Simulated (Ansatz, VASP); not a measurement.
Cd3Se: VASP beside Ansatz

```
Cd Se
1.0
    -2.04095    2.04095    6.08708
     2.04095   -2.04095    6.08708
     2.04095    2.04095   -6.08708
Cd Se
3 1
Direct
  0.50000 0.50000 0.00000
  0.25000 0.75000 0.50000
  0.75000 0.25000 0.50000
  0.00000 0.00000 0.00000
```

Alike in both runs: functional PBEsol; k mesh 7 × 7 × 7; occupations fermi-dirac, width 0.05 eV; no spin polarisation.

|  | VASP | Ansatz |
| --- | --- | --- |
| version | VASP 6.6.1 | Ansatz 0.2.0 |
| potentials or method | VASP PAW PBE potentials, release 64 (Cd, Se), cutoff 520 eV | all-electron LAPW, scalar-relativistic |
| task | single point | band structure |

Ansatz gave:

| Item | Value |
| --- | --- |
| gap on the k mesh at the Fermi level (eV) | none |
| pressure (GPa) | -3.7 |
| traceless stress, the component that is largest in VASP (GPa) | 1.60 |

Task: What did VASP give for the same quantities?

Result: gap on the k mesh at the Fermi level (eV): none; pressure (GPa): -3.5; traceless stress, the component that is largest in VASP (GPa): 1.44.

VASP's potentials were made for PBE, not for PBEsol. A gap of «none» marks a metal or a gap that the smearing closes. Ansatz ran all-electron here, and VASP with PAW potentials.

Noted on Ansatz's run: the k mesh is thin for a metal, which can move the energy by tens of meV per atom.
